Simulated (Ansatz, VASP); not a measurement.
**HgTe in VASP and in Ansatz**

The input INCAR:

```
PREC     = Accurate       # precision mode
ENCUT    = 520            # plane-wave cutoff, eV
EDIFF    = 1E-8           # SCF threshold, eV
ISMEAR   = -1             # smearing method
SIGMA    = 0.05           # smearing width, eV
LREAL    = F              # projectors in reciprocal space
LASPH    = T              # aspherical terms in the spheres
NELM     = 60             # most SCF steps
ALGO     = Normal         # electronic algorithm
ISIF     = 2              # what is computed and relaxed
LWAVE    = F              # write WAVECAR
LCHARG   = F              # write CHGCAR
GGA      = PS             # functional
LEFG     = T            
NBANDS   = 16             # bands
```

The input KPOINTS:

```
Automatic mesh
0
Gamma
  9 9 9
```

Contents of POSCAR:

```
HgTe
1.0
    0.0000000000      3.2448483043      3.2448483043
    3.2448483043      0.0000000000      3.2448483043
    3.2448483043      3.2448483043      0.0000000000
Hg Te
1 1
Direct
    0.0000000000      0.0000000000      0.0000000000
    0.7500000000      0.7500000000      0.7500000000
```

Input for Ansatz:

```yaml
crystal:
  lattice:
    - [0.0, 3.2448483043, 3.2448483043]
    - [3.2448483043, 0.0, 3.2448483043]
    - [3.2448483043, 3.2448483043, 0.0]
  atoms:
    - { symbol: Hg, position: [0.0, 0.0, 0.0] }
    - { symbol: Te, position: [0.75, 0.75, 0.75] }
kpoints:
  mp_grid: { grid: [9, 9, 9] }
scf:
  occupations: { method: fermi_dirac, width: 0.05 }
hamiltonian:
  xc: pbesol
  pseudopotentials: { kind: all_electron, datasets: crystal }
output:
  forces: true
  stress: true
  eigenvalues: true
  efg: { contact_densities: true }
```

Change from the starting cell: volume scaled by 1.02, crystal datasets.

Alike in both runs: task electric field gradients; functional PBEsol; k mesh 9 × 9 × 9; occupations fermi-dirac, width 0.05 eV; no spin polarisation.

|  | VASP | Ansatz |
| --- | --- | --- |
| version | VASP 6.6.1 | Ansatz 0.2.0 |
| potentials or method | VASP PAW PBE potentials, release 64 (Hg, Te), cutoff 520 eV | all-electron PAW with datasets made for the crystal, scalar-relativistic |

Ansatz gave:

| Property | Result |
| --- | --- |
| pressure (GPa) | 0.4 |

**Question.** Which values does VASP return?

**Answer.** Pressure (GPa): 0.5.

VASP's potentials were made for PBE, not for PBEsol. Ansatz ran all-electron here, and VASP with PAW potentials.

Spin-orbit coupling is off throughout.
